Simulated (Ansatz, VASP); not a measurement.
One calculation of Si, two programs

```
Si
1.0
    -2.57887    2.37137    1.32927
     2.57887   -2.37137    1.32927
     2.57887    2.37137   -1.32927
Si
2
Direct
  0.25000 0.75000 0.50000
  0.50000 0.50000 0.00000
```

Change from the starting cell: strain +0.0875 x Voigt [1, 0, 0, 0, 0, 0], atoms carried along.

Alike in both runs: task single point; functional r2SCAN; k mesh 20 × 20 × 20; occupations gaussian, width 0.15 eV; no spin polarisation.

|  | VASP | Ansatz |
| --- | --- | --- |
| version | VASP 6.6.1 | Ansatz 0.2.0 |
| potentials or method | VASP PAW PBE potentials, release 64 (Si), cutoff 520 eV | scalar-relativistic, plane waves, PAW |
| valence electrons in the cell | 8 | 8 |

```tsv
	VASP	Ansatz	Ansatz less VASP
gap on the k mesh at the Fermi level (eV)	none	none	-
pressure (GPa)	-5.6	-5.5	+0.08
traceless stress, the component that is largest in VASP (GPa)	-7.21	-7.23	-0.014
rms of the force components (eV/Å)	0.103	0.105	+0.0018
```

VASP's potentials were made for PBE, not for r2SCAN. Atom by atom the forces differ by 0.002 eV/Å (rms over components). A gap of «none» marks a metal or a gap that the smearing closes.
